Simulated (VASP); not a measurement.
Write the native input for VASP 6.6.1 that does the following.

| Item | Value |
| --- | --- |
| Task | single point |
| Functional | r2SCAN |
| Potentials or basis | VASP PAW PBE potentials, release 64 (Hf_pv) |
| Cutoff | 520 eV |
| k mesh | 10 × 10 × 10 |
| Occupations | fermi-dirac, width 0.05 eV |
| Spin | no spin polarisation |
| Dipole correction | no |
| Further INCAR settings | ALGO = Normal; EDIFF = 1e-06; NBANDS = 11 |

Crystal: Hf.

```
Hf
1.0
     0.00000    2.23853    2.23853
     2.23853    0.00000    2.23853
     2.23853    2.23853    0.00000
Hf
1
Cartesian
  0.0000 0.0000 0.0000
```

These files were run (other wordings do the same):

POSCAR

```
Hf
1.0
    0.0000000000      2.2385297404      2.2385297404
    2.2385297404      0.0000000000      2.2385297404
    2.2385297404      2.2385297404      0.0000000000
Hf
1
Direct
    0.0000000000      0.0000000000      0.0000000000
```

INCAR.step1

```
SYSTEM = Hf
  PREC = Accurate
  ENCUT = 520
  ISMEAR = -1
  SIGMA = 0.05
  LREAL = .False.
  LASPH = .True.
  NELM = 100
  NBANDS = 11
  GGA = PE
  ALGO = Normal
  EDIFF = 1E-4
  LWAVE = .True.
  LCHARG = .False.
```

INCAR.step2

```
SYSTEM = Hf
  PREC = Accurate
  ENCUT = 520
  EDIFF = 1E-6
  ISMEAR = -1
  SIGMA = 0.05
  LREAL = .False.
  LASPH = .True.
  NELM = 100
  ALGO = Normal
  ISIF = 2
  LWAVE = .False.
  LCHARG = .True.
  METAGGA = R2SCAN
  LMIXTAU = .True.
  LELF = .True.
  LVHAR = .True.
  NBANDS = 11
  ISTART = 1
```

KPOINTS

```
Automatic mesh
0
Gamma
  10 10 10
  0 0 0
```

Potentials or basis: VASP PAW PBE potentials, release 64 (Hf_pv).

Launch:

```bash
$ cat potpaw_PBE.64/Hf_pv/POTCAR > POTCAR
$ cp INCAR.step1 INCAR
$ mpirun -np 1 vasp_std > vasp.out
$ cp INCAR.step2 INCAR
$ mpirun -np 1 vasp_std > vasp.out
```

Results of the run:

| Quantity | Value |
| --- | --- |
| Pressure | -0.5 GPa |
| Band gap on the k mesh | zero (band 5 reaches 6.19 eV, above the bottom of band 6 at 4.21 eV) |

Caveat: the PAW data sets were made with another functional, which shifts forces and pressure a little; spin-orbit coupling is left out, which moves the levels of the heavy elements.

It took 46 s on 1 thread of Intel Xeon 8259CL (shared host), peak memory 0.15 GiB.
